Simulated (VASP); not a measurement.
# Si2SeCl6 in VASP: single point with r2SCAN

Aim: the single point of Si2SeCl6 with r2SCAN.

All numbers are computed with VASP 6.6.1; they aren't measurements. Logs are shortened: lines on timing, memory, paths and dates and some standing lists are left out, and cuts for length are marked.

**1. The cell of the first run**

The cell holds an amorphous packing of atoms, 9 atoms: a = 6.710 Å, b = 5.962 Å, c = 5.345 Å, α = 89.31°, β = 82.58°, γ = 82.57°.

**2. Single point, r2SCAN**

The input, POSCAR:

```
Si2SeCl6
1.0
    6.5982470000     -0.4154990000      1.1465860000
    1.0674550000      5.8452570000      0.4879790000
   -0.2453910000     -0.3346620000      5.3287660000
Se Cl Si
1 6 2
Direct
    0.3786260000      0.5417530000      0.0920360000
    0.8938660000      0.9626420000      0.3736620000
    0.4128330000      0.0370470000      0.9857430000
    0.9981190000      0.5632360000      0.7011380000
    0.6717620000      0.3076330000      0.6899570000
    0.0149910000      0.0121510000      0.8547980000
    0.3942410000      0.7305300000      0.5888200000
    0.8392050000      0.5104600000      0.2267610000
    0.3075480000      0.2048310000      0.5009620000
```

The input, INCAR.step1:

```
SYSTEM = Si2SeCl6
ALGO = Normal
EDIFF = 1E-4
ENCUT = 520
GGA = PE
ISMEAR = -1
LASPH = .TRUE.
LCHARG = .FALSE.
LREAL = .FALSE.
LWAVE = .TRUE.
NBANDS = 38
NELM = 80
PREC = Accurate
SIGMA = 0.043
```

The input, INCAR.step2:

```
SYSTEM = Si2SeCl6
ALGO = Normal
EDIFF = 1E-7
ENCUT = 520
ISIF = 2
ISMEAR = -1
ISTART = 1
LASPH = .TRUE.
LCHARG = .FALSE.
LMIXTAU = .TRUE.
LREAL = .FALSE.
LWAVE = .FALSE.
METAGGA = R2SCAN
NBANDS = 38
NELM = 80
PREC = Accurate
SIGMA = 0.043
```

The input, KPOINTS:

```
Automatic mesh
0
Gamma
  3 3 4
  0 0.5 0.5
```

Potentials or basis: VASP PAW PBE potentials, release 64 (Se, Cl, Si).

Run with:

```console
> cat potpaw_PBE.64/Se/POTCAR potpaw_PBE.64/Cl/POTCAR potpaw_PBE.64/Si/POTCAR > POTCAR
> cp INCAR.step1 INCAR
> mpirun -np 1 vasp_std > vasp.out
> cp INCAR.step2 INCAR
> mpirun -np 1 vasp_std > vasp.out
```

OUTCAR:

```text
SYSTEM = Si2SeCl6
   EDIFF = 1E-7
   ENCUT = 520
   ISIF = 2
   ISMEAR = -1
   ISTART = 1
   LASPH = .TRUE.
   LREAL = .FALSE.
   METAGGA = R2SCAN
   NELM = 80
   PREC = Accurate

 ion  position               nearest neighbor table
   1  0.379  0.542  0.092-
   2  0.894  0.963  0.374-   8 2.90
   3  0.413  0.037  0.986-   9 2.91
   4  0.998  0.563  0.701-   9 2.89   8 2.90
   5  0.672  0.308  0.690-   9 2.90   8 2.90
   6  0.015  0.012  0.855-   9 2.88
   7  0.394  0.731  0.589-   9 2.86
   8  0.839  0.510  0.227-   2 2.90   5 2.90   4 2.90
   9  0.308  0.205  0.501-   7 2.86   6 2.88   4 2.89   5 2.90   3 2.91

  LATTYP: Found a triclinic cell.
 ALAT       =     6.7100046459
 B/A-ratio  =     0.8885135897
 C/A-ratio  =     0.7965569157
 COS(alpha) =     0.0119938981
 COS(beta)  =     0.1290918482
 COS(gamma) =     0.1293387704

  Lattice vectors:

 A1 = (   6.5982470000,  -0.4154990000,   1.1465860000)
 A2 = (   1.0674550000,   5.8452570000,   0.4879790000)
 A3 = (  -0.2453910000,  -0.3346620000,   5.3287660000)

Analysis of symmetry for initial positions (statically):
=====================================================================
 Subroutine PRICEL returns:
 Original cell was already a primitive cell.

 Routine SETGRP: Setting up the symmetry group for a
 triclinic supercell.

 Subroutine GETGRP returns: Found  1 space group operations
 (whereof  1 operations were pure point group operations)
 out of a pool of  2 trial point group operations.

The static configuration has the point symmetry C_1 .

Analysis of symmetry for dynamics (positions and initial velocities):
=====================================================================
 Subroutine PRICEL returns:
 Original cell was already a primitive cell.

 Routine SETGRP: Setting up the symmetry group for a
 triclinic supercell.

 Subroutine GETGRP returns: Found  1 space group operations
 (whereof  1 operations were pure point group operations)
 out of a pool of  2 trial point group operations.

The dynamic configuration has the point symmetry C_1 .

 Subroutine INISYM returns: Found  1 space group operations
 (whereof  1 operations are pure point group operations),
[... 102 lines left out ...]
   NELM   =     80;   NELMIN=  2; NELMDL=  0     # of ELM steps
   EDIFF  = 0.1E-06   stopping-criterion for ELM
   LREAL  =      F    real-space projection
   EDIFFG = 0.1E-05   stopping-criterion for IOM
   NSW    =      0    number of steps for IOM
   IBRION =     -1    ionic relax: 0-MD 1-quasi-New 2-CG
   NFREE  =      0    steps in history (QN), initial steepest desc. (CG)
   ISIF   =      2    stress and relaxation
   ISYM   =      2    0-nonsym 1-usesym 2-fastsym
   POTIM  = 0.5000    time-step for ionic-motion
   TEBEG  =    0.0;   TEEND  =   0.0 temperature during run
   PSTRESS=    0.0 pullay stress
   NELECT =      56.0000    total number of electrons
   NUPDOWN=      -1.0000    fix difference up-down
   EMIN   =  10.00;   EMAX   =-10.00  energy-range for DOS
   EFERMI =   0.00;   METHOD = LEGACY
   ISMEAR =    -1;   SIGMA  =   0.04  broadening in eV -4-tet -1-fermi 0-gaus
   EFERMI_NEDOS =   21; number of points for ismear=-14 and -15
   IALGO  =     38    algorithm
   IMIX   =      4    mixing-type and parameters
     AMIX     =   0.40;   BMIX     =  1.00
     AMIX_MAG =   1.60;   BMIX_MAG =  1.00
  volume/ion in A,a.u.               =      23.36       157.65
  Fermi-wavevector in a.u.,A,eV,Ry     =   1.053320  1.990486 15.095424  1.109482
  Thomas-Fermi vector in A             =   2.188437
   LORBIT       =      0    0 simple, 1 ext, 2 COOP (PROOUT), +10 PAW based schemes
   METAGGA = R2SCAN    functional components
   LHFCALC =     F    Hartree Fock is set to
   AEXX    =    0.0000 exact exchange contribution
   IVDW    =     0    specifies the selected vdW correction
   LEPSILON=     F    determine dielectric tensor
   LRPA    =     F    only Hartree local field effects (RPA)
 non-spin polarized calculation
  energy-cutoff  :      520.00
  volume of cell :      210.25
 maximum number of plane-waves:      5688
 NGX is ok and might be reduce to    50
   NGX = 25   NGY = 23   NGZ = 19

 number of electron      56.0000000 magnetization

 Free energy of the ion-electron system (eV)
  ---------------------------------------------------
  ext. energy  EPLUGINS =         0.00000000
  ---------------------------------------------------
  free energy    TOTEN  =       -64.27529284 eV

  energy without entropy =      -64.24228389  energy(sigma->0) =      -64.25878836

 E-fermi :   2.3754     XC(G=0):  -9.5400

 val. band max:        2.3728299033   @ k =  -0.3333   0.5000   0.3750
 cond. band min:       2.3787521316   @ k =   0.0000  -0.1667   0.1250
 fundamental gap:      0.0059222284
 Fermi energy:         2.3753779070

 k-point     1 :      -0.0000    0.1667    0.1250
  band No.  band energies     occupation
      1     -13.8174      2.00000
      2     -12.9198      2.00000
      3     -12.7321      2.00000
      4     -12.3132      2.00000
      5     -12.1228      2.00000
      6     -11.6645      2.00000
[... 727 lines left out ...]
     37       9.8229      0.00000
     38      10.6400      0.00000

------------------------ aborting loop because EDIFF is reached ----------------------------------------

  FORCE on cell =-STRESS in cart. coord.  units (eV):
  Direction    XX          YY          ZZ          XY          YZ          ZX
  --------------------------------------------------------------------------------------
  -------------------------------------------------------------------------------------
  Total        0.2542850     -0.0044882     -6.4888876     -0.7794704      0.2051004      1.4151389
  in kB        1.9377571     -0.0342020    -49.4480209     -5.9398883      1.5629502     10.7839463
  external PRESSURE =     -15.8481553 kB  Pullay stress =       0.0000000 kB

 VOLUME and BASIS-vectors are now :
 -----------------------------------------------------------------------------
  energy-cutoff  :      520.00
  volume of cell :      210.25
      direct lattice vectors                 reciprocal lattice vectors
     6.598247000 -0.415499000  1.146586000     0.148925609 -0.027624343  0.005123172
     1.067455000  5.845257000  0.487979000     0.008705805  0.168571746  0.010987700
    -0.245391000 -0.334662000  5.328766000    -0.032841425 -0.009492965  0.185552166

 POSITION                                       TOTAL-FORCE (eV/Angst)
 -----------------------------------------------------------------------------------
      3.05398      2.97857      1.18893         0.890743     -0.429200      1.544161
      6.83383      5.13044      3.48580         0.278015     -0.386269     -1.095300
      2.52163     -0.28487      5.74422        -0.020908      0.159025      1.361770
      7.01501      2.64290      5.15548        -0.031738     -1.364137     -0.071859
      4.59153      1.28818      4.59697        -1.375079      0.573698     -1.139569
     -0.09787     -0.22127      4.57814        -0.223165      0.773388      0.010890
      3.23662      3.90927      3.94620         0.742384      0.685229     -1.745497
      6.02653      2.55919      2.41967        -0.191448      0.413357      0.608018
      2.12499      0.90185      3.12209        -0.068805     -0.425090      0.527386
 -----------------------------------------------------------------------------------
    total drift:                               -0.001633     -0.000691     -0.000135

  FREE ENERGIE OF THE ION-ELECTRON SYSTEM (eV)
  ---------------------------------------------------
  free  energy   TOTEN  =       -64.2752928399 eV

  energy  without entropy=      -64.2422838887  energy(sigma->0) =      -64.25878836
```

OUTCAR.step1:

```text
SYSTEM = Si2SeCl6
   EDIFF = 1E-4
   ENCUT = 520
   GGA = PE
   ISMEAR = -1
   LASPH = .TRUE.
   LREAL = .FALSE.
   NELM = 80
[... 980 lines left out ...]
      3.23662      3.90927      3.94620         0.681115      0.599258     -1.591994
      6.02653      2.55919      2.41967        -0.156863      0.354541      0.583615
      2.12499      0.90185      3.12209        -0.086742     -0.376394      0.493112
 -----------------------------------------------------------------------------------
    total drift:                               -0.008393     -0.006358      0.006472

  FREE ENERGIE OF THE ION-ELECTRON SYSTEM (eV)
  ---------------------------------------------------
  free  energy   TOTEN  =       -21.4952886195 eV

  energy  without entropy=      -21.4580420440  energy(sigma->0) =      -21.47666533
```

OSZICAR.step1:

```text
N       E                     dE             d eps       ncg     rms          rms(c)
DAV:   1     0.328419496994E+03    0.32842E+03   -0.24057E+04  1368   0.127E+03
DAV:   2     0.614081134195E+01   -0.32228E+03   -0.30866E+03  1856   0.218E+02
DAV:   3    -0.234532272965E+02   -0.29594E+02   -0.29054E+02  1584   0.729E+01
DAV:   4    -0.239793735749E+02   -0.52615E+00   -0.52535E+00  1572   0.116E+01
DAV:   5    -0.239925289649E+02   -0.13155E-01   -0.13153E-01  1632   0.182E+00    0.133E+01
DAV:   6    -0.230806983676E+02    0.91183E+00   -0.36844E+01  1592   0.128E+01    0.104E+01
DAV:   7    -0.216588337055E+02    0.14219E+01   -0.17232E+01  1768   0.957E+00    0.594E+00
DAV:   8    -0.215122862447E+02    0.14655E+00   -0.98981E-01  1572   0.410E+00    0.340E+00
DAV:   9    -0.214977985629E+02    0.14488E-01   -0.30714E-01  1578   0.207E+00    0.133E+00
DAV:  10    -0.214952944192E+02    0.25041E-02   -0.44740E-02  1600   0.938E-01    0.542E-01
DAV:  11    -0.214952769872E+02    0.17432E-04   -0.86164E-03  1578   0.390E-01    0.294E-01
DAV:  12    -0.214952601179E+02    0.16869E-04   -0.13997E-03  1584   0.167E-01    0.111E-01
DAV:  13    -0.214952886195E+02   -0.28502E-04   -0.24881E-04  1008   0.732E-02
   1 F= -.21495289E+02 E0= -.21476665E+02  d E =-.372466E-01
```

It took 11 min on 1 thread of Oxide Virtual Turin-like, shared host; peak memory 0.35 GiB.

Results:

| Item | Value |
| --- | --- |
| Free energy | -64.2753 eV |
| Pressure | -1.6 GPa |
| Largest force | 2.017 eV/Å |
| Band gap on the k mesh | zero (band 28 reaches 2.45 eV, above the bottom of band 29 at 2.16 eV) |

Forces on the atoms (eV/Å):
```
Se   0.891 -0.429  1.544
Cl   0.278 -0.386 -1.095
Cl  -0.021  0.159  1.362
Cl  -0.032 -1.364 -0.072
Cl  -1.375  0.574 -1.140
Cl  -0.223  0.773  0.011
Cl   0.742  0.685 -1.745
Si  -0.191  0.413  0.608
Si  -0.069 -0.425  0.527
```

Levels at points of the mesh, in eV from the Fermi level:
| k point | band 25 | band 26 | band 27 | band 28 | band 29 | band 30 | band 31 | band 32 |
| --- | --- | --- | --- | --- | --- | --- | --- | --- |
| (0.00, 0.17, 0.12) | -0.80 | -0.55 | -0.34 | -0.12 | 0.34 | 0.83 | 2.22 | 2.40 |

Caveat: the PAW data sets were made with another functional, which shifts forces and pressure a little.
